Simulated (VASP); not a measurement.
# Mg12F (a cell with a defect) in VASP: relaxation of the atoms with PBE

Aim: the relaxation of the atoms of Mg12F (a cell with a defect) with PBE.

Program: VASP 6.6.1. These are calculated values, not measurements. Logs are shortened: lines on timing, memory, paths and dates and some standing lists are left out, and cuts for length are marked.

### 1 The cell of the first run

The cell holds a defect, 13 atoms: a = 6.420 Å, b = 9.630 Å, c = 5.213 Å, α = 90.00°, β = 90.00°, γ = 120.00°.

### 2 Relaxation of the atoms, PBE

INCAR reads:

```
SYSTEM = Mg12F
ALGO = Normal
EDIFF = 1E-6
EDIFFG = -0.08
ENCUT = 520
GGA = PE
IBRION = 2
ISIF = 2
ISMEAR = -1
LASPH = .True.
LCHARG = .False.
LREAL = .False.
LWAVE = .False.
NELM = 100
NSW = 45
PREC = Accurate
SIGMA = 0.05
```

KPOINTS reads:

```
k-points
0
Gamma
  2 2 2
  0 0 0
```

POSCAR reads:

```
Mg12F
1.0
    6.4200000000      0.0000000000      0.0000000000
   -4.8150000000      8.3398250000      0.0000000000
    0.0000000000      0.0000000000      5.2130400000
Mg F
12 1
Direct
    0.0000000000      0.0000000000      0.0000000000
    0.1666667000      0.2222222000      0.5000000000
    0.0000000000      0.3333333000      0.0000000000
    0.1666667000      0.5555556000      0.5000000000
    0.0000000000      0.6666667000      0.0000000000
    0.1666667000      0.8888889000      0.5000000000
    0.5000000000      0.0000000000      0.0000000000
    0.6666667000      0.2222222000      0.5000000000
    0.5000000000      0.3333333000      0.0000000000
    0.6666667000      0.5555556000      0.5000000000
    0.5000000000      0.6666667000      0.0000000000
    0.6666667000      0.8888889000      0.5000000000
    0.8210427000      0.1068740000      0.2515766000
```

Potentials or basis: VASP PAW PBE potentials, release 64 (Mg, F).

Launch:

```console
$ cat potpaw_PBE.64/Mg/POTCAR potpaw_PBE.64/F/POTCAR > POTCAR
$ mpirun -np 1 vasp_std > vasp.out
```

OUTCAR:

```text
SYSTEM = Mg12F
   EDIFF = 1E-6
   EDIFFG = -0.08
   ENCUT = 520
   GGA = PE
   IBRION = 2
   ISIF = 2
   ISMEAR = -1
   LASPH = .True.
   LREAL = .False.
   NELM = 100
   NSW = 45
   PREC = Accurate

 ion  position               nearest neighbor table
   1  0.000  0.000  0.000-  13 2.30  12 3.20  12 3.20   2 3.20   2 3.20   6 3.20   6 3.20   3 3.21
                             5 3.21   9 3.21  11 3.21   7 3.21   7 3.21
   2  0.167  0.222  0.500-  13 2.32   9 3.20   9 3.20   1 3.20   1 3.20   3 3.20   3 3.20   6 3.21
                            12 3.21   8 3.21   8 3.21  10 3.21   4 3.21
   3  0.000  0.333  0.000-  13 2.30   8 3.20   8 3.20   2 3.20   2 3.20   4 3.20   4 3.20   1 3.21
                             7 3.21   9 3.21   9 3.21  11 3.21   5 3.21
   4  0.167  0.556  0.500-  11 3.20  11 3.20   5 3.20   5 3.20   3 3.20   3 3.20   6 3.21  12 3.21
                            10 3.21  10 3.21   8 3.21   2 3.21
   5  0.000  0.667  0.000-  10 3.20  10 3.20   6 3.20   6 3.20   4 3.20   4 3.20   1 3.21   7 3.21
                            11 3.21  11 3.21   9 3.21   3 3.21
   6  0.167  0.889  0.500-   7 3.20   7 3.20   5 3.20   5 3.20   1 3.20   1 3.20   4 3.21   2 3.21
                             8 3.21  10 3.21  12 3.21  12 3.21
   7  0.500  0.000  0.000-  13 2.21   6 3.20   6 3.20   8 3.20   8 3.20  12 3.20  12 3.20  11 3.21
                             9 3.21   3 3.21   5 3.21   1 3.21   1 3.21
   8  0.667  0.222  0.500-  13 2.23   3 3.20   3 3.20   7 3.20   7 3.20   9 3.20   9 3.20  12 3.21
                             6 3.21   2 3.21   2 3.21   4 3.21  10 3.21
   9  0.500  0.333  0.000-   2 3.20   2 3.20   8 3.20   8 3.20  10 3.20  10 3.20   7 3.21   1 3.21
                             3 3.21   3 3.21   5 3.21  11 3.21
  10  0.667  0.556  0.500-   5 3.20   5 3.20  11 3.20  11 3.20   9 3.20   9 3.20  12 3.21   6 3.21
                             4 3.21   4 3.21   2 3.21   8 3.21
  11  0.500  0.667  0.000-   4 3.20   4 3.20  12 3.20  12 3.20  10 3.20  10 3.20   7 3.21   1 3.21
                             5 3.21   5 3.21   3 3.21   9 3.21
  12  0.667  0.889  0.500-  13 2.23   1 3.20   1 3.20  11 3.20  11 3.20   7 3.20   7 3.20  10 3.21
                             8 3.21   2 3.21   4 3.21   6 3.21   6 3.21
  13  0.821  0.107  0.252-   7 2.21  12 2.23   8 2.23   1 2.30   3 2.30   2 2.32

  LATTYP: Found a simple monoclinic cell.
 ALAT       =     6.4200000000
 B/A-ratio  =     0.8120000000
 C/A-ratio  =     1.3228757108
 COS(beta)  =    -0.1889822286

  Lattice vectors:

 A1 = (   6.4200000000,   0.0000000000,   0.0000000000)
 A2 = (   0.0000000000,   0.0000000000,   5.2130400000)
 A3 = (  -1.6050000000,  -8.3398250000,   0.0000000000)

Analysis of symmetry for initial positions (statically):
=====================================================================
 Subroutine PRICEL returns:
 Original cell was already a primitive cell.

 Routine SETGRP: Setting up the symmetry group for a
 simple monoclinic supercell.

 Subroutine GETGRP returns: Found  1 space group operations
[... 120 lines left out ...]
   ENCUT  =  520.0 eV  38.22 Ry    6.18 a.u.  11.94 17.91  9.69*2*pi/ulx,y,z
   NELM   =    100;   NELMIN=  2; NELMDL= -5     # of ELM steps
   EDIFF  = 0.1E-05   stopping-criterion for ELM
   LREAL  =      F    real-space projection
   EDIFFG = -.8E-01   stopping-criterion for IOM
   NSW    =     45    number of steps for IOM
   IBRION =      2    ionic relax: 0-MD 1-quasi-New 2-CG
   NFREE  =      1    steps in history (QN), initial steepest desc. (CG)
   ISIF   =      2    stress and relaxation
   ISYM   =      2    0-nonsym 1-usesym 2-fastsym
   POTIM  = 0.5000    time-step for ionic-motion
   TEBEG  =    0.0;   TEEND  =   0.0 temperature during run
   PSTRESS=    0.0 pullay stress
   NELECT =      31.0000    total number of electrons
   NUPDOWN=      -1.0000    fix difference up-down
   EMIN   =  10.00;   EMAX   =-10.00  energy-range for DOS
   EFERMI =   0.00;   METHOD = LEGACY
   ISMEAR =    -1;   SIGMA  =   0.05  broadening in eV -4-tet -1-fermi 0-gaus
   EFERMI_NEDOS =   21; number of points for ismear=-14 and -15
   IALGO  =     38    algorithm
   IMIX   =      4    mixing-type and parameters
     AMIX     =   0.40;   BMIX     =  1.00
     AMIX_MAG =   1.60;   BMIX_MAG =  1.00
  volume/ion in A,a.u.               =      21.47       144.89
  Fermi-wavevector in a.u.,A,eV,Ry     =   0.786927  1.487076  8.425461  0.619254
  Thomas-Fermi vector in A             =   1.891564
   LORBIT       =      0    0 simple, 1 ext, 2 COOP (PROOUT), +10 PAW based schemes
   GGA     = PE    functional components
   LHFCALC =     F    Hartree Fock is set to
   AEXX    =    0.0000 exact exchange contribution
   IVDW    =     0    specifies the selected vdW correction
   LEPSILON=     F    determine dielectric tensor
   LRPA    =     F    only Hartree local field effects (RPA)
 conjugate gradient relaxation of ions
 non-spin polarized calculation
  energy-cutoff  :      520.00
  volume of cell :      279.11
 maximum number of plane-waves:      7532
 NGX is ok and might be reduce to    48
   NGX = 23   NGY = 35   NGZ = 19

--------------------------------------- Ionic step        1  -------------------------------------------

 number of electron      30.9999998 magnetization

 Free energy of the ion-electron system (eV)
  ---------------------------------------------------
  ext. energy  EPLUGINS =         0.00000000
  ---------------------------------------------------
  free energy    TOTEN  =       -23.17684755 eV

  energy without entropy =      -23.12076137  energy(sigma->0) =      -23.14880446

------------------------ aborting loop because EDIFF is reached ----------------------------------------

  FORCE on cell =-STRESS in cart. coord.  units (eV):
  Direction    XX          YY          ZZ          XY          YZ          ZX
  --------------------------------------------------------------------------------------
  -------------------------------------------------------------------------------------
  Total       -1.5140181      0.9786912      4.0738203      0.1653764      0.0725880      0.0808825
  in kB       -8.6907772      5.6178903     23.3845721      0.9492947      0.4166699      0.4642824
  external PRESSURE =       6.7705617 kB  Pullay stress =       0.0000000 kB
[... 222 lines left out ...]
--------------------------------------- Ionic step        6  -------------------------------------------

 number of electron      30.9999998 magnetization

 Free energy of the ion-electron system (eV)
  ---------------------------------------------------
  ext. energy  EPLUGINS =         0.00000000
  ---------------------------------------------------
  free energy    TOTEN  =       -23.33094545 eV

  energy without entropy =      -23.28445462  energy(sigma->0) =      -23.30770004

 E-fermi :   2.7507     XC(G=0):  -8.5954

 val. band max:        2.7162188335   @ k =   0.0000   0.0000   0.0000
 cond. band min:       2.8136843123   @ k =   0.5000   0.5000   0.0000
 fundamental gap:      0.0974654788
 Fermi energy:         2.7506633374

 k-point     1 :       0.0000    0.0000    0.0000
  band No.  band energies     occupation
      1     -22.9657      2.00000
      2      -5.0134      2.00000
      3      -4.9796      2.00000
      4      -4.8837      2.00000
      5      -3.9293      2.00000
      6      -1.7092      2.00000
[... 229 lines left out ...]
  FREE ENERGIE OF THE ION-ELECTRON SYSTEM (eV)
  ---------------------------------------------------
  free  energy   TOTEN  =       -23.3309454493 eV

  energy  without entropy=      -23.2844546210  energy(sigma->0) =      -23.30770004

 reached required accuracy - stopping structural energy minimisation
```

OSZICAR:

```text
N       E                     dE             d eps       ncg     rms          rms(c)
DAV:   1     0.980339340834E+02    0.98034E+02   -0.10230E+04   352   0.105E+03
DAV:   2    -0.768991858258E+01   -0.10572E+03   -0.10060E+03   456   0.150E+02
DAV:   3    -0.236086018633E+02   -0.15919E+02   -0.15602E+02   436   0.580E+01
[... 44 lines left out ...]
DAV:   2    -0.233309958990E+02   -0.15487E-02   -0.18256E-02   426   0.801E-01    0.524E-02
DAV:   3    -0.233309470163E+02    0.48883E-04   -0.22678E-04   416   0.961E-02    0.290E-02
DAV:   4    -0.233309423946E+02    0.46218E-05   -0.73021E-05   432   0.529E-02    0.814E-03
DAV:   5    -0.233309454564E+02   -0.30618E-05   -0.14685E-05   370   0.204E-02    0.421E-03
DAV:   6    -0.233309454493E+02    0.71255E-08   -0.35444E-07   212   0.424E-03
   6 F= -.23330945E+02 E0= -.23307700E+02  d E =-.121255E-01
```

CONTCAR:

```text
Mg12F
   1.00000000000000
     6.4199999999999999    0.0000000000000000    0.0000000000000000
    -4.8150000000000004    8.3398249999999994    0.0000000000000000
     0.0000000000000000    0.0000000000000000    5.2130400000000003
  Mg              F
    12     1
Direct
     0.0103867488849827    0.9989720144746386    0.9870778107381136
     0.1815329757837054    0.2251789099991309    0.5080325388064018
     0.0071900849440102    0.3401664346681312    0.9878998900043261
     0.1700816319015893    0.5610768866807394    0.4960906749996435
     0.9994914395618296    0.6672358659790321    0.9992383082650377
     0.1643769942291132    0.8851520286223223    0.4956373643626595
     0.4866737373155209    0.9974722783018174    0.9917031010925415
     0.6575661866177950    0.2236753330384648    0.5136077327452677
     0.4996236472776674    0.3369294983046825    0.0046687179760284
     0.6673467557571058    0.5550323083074167    0.5011261459912105
     0.4964991785153094    0.6604062597926432    0.0031654301896272
     0.6612242576001967    0.8827700459593329    0.5123176141099633
     0.8190492616111764    0.1061395358716324    0.2510112707191788

  0.00000000E+00  0.00000000E+00  0.00000000E+00
  0.00000000E+00  0.00000000E+00  0.00000000E+00
  0.00000000E+00  0.00000000E+00  0.00000000E+00
  0.00000000E+00  0.00000000E+00  0.00000000E+00
  0.00000000E+00  0.00000000E+00  0.00000000E+00
  0.00000000E+00  0.00000000E+00  0.00000000E+00
  0.00000000E+00  0.00000000E+00  0.00000000E+00
  0.00000000E+00  0.00000000E+00  0.00000000E+00
  0.00000000E+00  0.00000000E+00  0.00000000E+00
  0.00000000E+00  0.00000000E+00  0.00000000E+00
  0.00000000E+00  0.00000000E+00  0.00000000E+00
  0.00000000E+00  0.00000000E+00  0.00000000E+00
  0.00000000E+00  0.00000000E+00  0.00000000E+00
```

Wall time 2.5 min (1 thread of Intel Xeon Platinum 8559C (Emerald Rapids), shared host); peak memory 0.38 GiB.

What came out:

```
Free energy                  : -23.3309 eV
Energy gained by relaxing    : 11.9 meV/atom
Ionic steps                  : 6
Pressure after relaxing      : 0.4 GPa
Largest force after relaxing : 0.056 eV/Å
Band gap on the k mesh       : zero (an odd number of electrons rules out a gap without spin polarisation)
```

Forces on the atoms (eV/Å):
```
Mg  -0.010  0.017 -0.032
Mg   0.005  0.000  0.003
Mg  -0.012 -0.021 -0.031
Mg  -0.001 -0.001  0.001
Mg  -0.006 -0.002 -0.053
Mg  -0.022 -0.009 -0.013
Mg   0.013  0.008  0.006
Mg   0.026 -0.014  0.033
Mg   0.020  0.009  0.021
Mg   0.011  0.004  0.055
Mg   0.007  0.006 -0.009
Mg   0.015  0.031  0.027
F   -0.047 -0.028 -0.009
```

The path:
| step | energy change (eV) | largest force (eV/Å) | pressure (GPa) |
| --- | --- | --- | --- |
| 1 | 0.0000 | 0.5756 | 0.68 |
| 2 | -0.0732 | 0.3926 | 0.55 |
| 3 | -0.1417 | 0.1235 | 0.41 |
| 4 | -0.1420 | 0.1280 | 0.41 |
| 5 | -0.1468 | 0.1004 | 0.41 |
| 6 | -0.1541 | 0.0561 | 0.41 |

Final structure:
```xyz
13
Lattice="6.4200 0.0000 0.0000 -4.8150 8.3398 0.0000 0.0000 0.0000 5.2130" Properties=species:S:1:pos:R:3 pbc="T T T"
Mg   -4.7434    8.3313    5.1457
Mg    0.0812    1.8780    2.6484
Mg   -1.5917    2.8369    5.1500
Mg   -1.6097    4.6793    2.5861
Mg    3.2040    5.5646    5.2091
Mg   -3.2067    7.3820    2.5838
Mg   -1.6784    8.3187    5.1698
Mg    3.1446    1.8654    2.6775
Mg    1.5853    2.8099    0.0243
Mg    1.6119    4.6289    2.6124
Mg    0.0077    5.5077    0.0165
Mg   -0.0055    7.3621    2.6707
F     4.7472    0.8852    1.3085
```

Caveat: the k points lie up to 0.60 Å⁻¹ apart, too coarse for converged energies and pressures of a metal; an odd number of electrons without spin polarisation forces a metal; a magnetic or distorted state may lie lower; the relaxation stopped at a loose force limit of 0.08 eV/Å, so its end isn't a converged minimum.
